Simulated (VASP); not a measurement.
Input of a VASP 6.6.1 run:

File POSCAR:

```
BePtBr
1.0
    3.7743690000      0.0000000000      0.0000000000
    0.0000000000      3.7743690000      0.0000000000
    0.0000000000      0.0000000000      7.2454230000
Be Br Pt
2 2 2
Direct
    0.0000000000      0.5000000000      0.1789000000
    0.5000000000      0.0000000000      0.8211000000
    0.0000000000      0.5000000000      0.6183000000
    0.5000000000      0.0000000000      0.3817000000
    0.0000000000      0.0000000000      0.0000000000
    0.5000000000      0.5000000000      0.0000000000
```

File INCAR.step1:

```
  PREC = Accurate
  ENCUT = 520
  ISMEAR = -1
  SIGMA = 0.0235
  LREAL = F
  LASPH = T
  NELM = 60
  NBANDS = 28
  GGA = PE
  ALGO = Normal
  EDIFF = 1E-4
  LWAVE = T
  LCHARG = F
```

INCAR.step2

```
  PREC = Accurate
  ENCUT = 520
  EDIFF = 1E-6
  ISMEAR = -1
  SIGMA = 0.0235
  LREAL = F
  LASPH = T
  NELM = 60
  ALGO = Normal
  ISIF = 2
  LWAVE = F
  LCHARG = F
  METAGGA = R2SCAN
  LMIXTAU = T
  NBANDS = 28
  ISTART = 1
```

Contents of KPOINTS:

```
regular mesh
0
Gamma
  9 9 5
```

Potentials or basis: VASP PAW PBE potentials, release 64 (Be, Br, Pt).

Command:

```sh
$ cat potpaw_PBE.64/Be/POTCAR potpaw_PBE.64/Br/POTCAR potpaw_PBE.64/Pt/POTCAR > POTCAR
$ cp INCAR.step1 INCAR
$ mpirun -np 1 vasp_std > vasp.out
$ cp INCAR.step2 INCAR
$ mpirun -np 1 vasp_std > vasp.out
```

(1) Estimate the band gap on the k mesh.

(2) What does it give for the largest force?

Answers

(1) zero (band 19 reaches 6.61 eV, above the bottom of band 20 at 4.53 eV).

(2) 1.162 eV/Å.

Caveat: the PAW data sets were made with another functional, which shifts forces and pressure a little; spin-orbit coupling is left out, which moves the levels of the heavy elements.
